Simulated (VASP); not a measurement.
Here is a VASP 6.6.1 calculation.

The input POSCAR:

```
NaI
1.0
    5.4164807906      0.0000000000      0.0000000000
   -2.7082403953      4.6908099638      0.0000000000
    0.0000000000      0.0000000000      6.4591768406
Na I
2 2
Direct
    0.3333333333      0.6666666667     -0.0625512453
    0.6666666667      0.3333333333      0.4374487547
    0.3333333333      0.6666666667      0.4375512453
    0.6666666667      0.3333333333      0.9375512453
```

Contents of INCAR.step1:

```
SYSTEM = NaI
PREC = Accurate
ENCUT = 520
EDIFF = 1E-5
ISMEAR = 0
SIGMA = 0.01
LREAL = .FALSE.
LASPH = .TRUE.
NELM = 60
ALGO = Normal
ISIF = 2
LWAVE = .TRUE.
LCHARG = .FALSE.
GGA = PE
NBANDS = 22
LUSENCCL = .FALSE.
```

Contents of INCAR.step2:

```
SYSTEM = NaI
PREC = Accurate
ENCUT = 520
EDIFF = 1E-7
ISMEAR = 0
SIGMA = 0.01
LREAL = .FALSE.
LASPH = .TRUE.
NELM = 60
ALGO = Normal
ISIF = 2
LWAVE = .FALSE.
LCHARG = .FALSE.
GGA = PE
LHFCALC = .TRUE.
AEXX = 0.35
HFSCREEN = 0.3
PRECFOCK = Normal
ISTART = 1
NBANDS = 22
LUSENCCL = .FALSE.
```

File KPOINTS:

```
regular mesh
0
G
  6 6 2
  0 0 0
```

Potentials or basis: VASP PAW PBE potentials, release 64 (Na_pv, I).

Run with:

```sh
$ cat potpaw_PBE.64/Na_pv/POTCAR potpaw_PBE.64/I/POTCAR > POTCAR
$ cp INCAR.step1 INCAR
$ mpirun -np 1 vasp_std > vasp.out
$ cp INCAR.step2 INCAR
$ mpirun -np 1 vasp_std > vasp.out
```

Problem. Estimate the pressure.

Solution. 0.1 GPa.

Problem. Predict the band gap on the k mesh.

Solution. 4.63 eV.

Caveat: the k points lie up to 0.49 Å⁻¹ apart; the PAW data sets were made with another functional, which shifts forces and pressure a little; spin-orbit coupling is left out, which moves the levels of the heavy elements. A k mesh can miss the band edges.
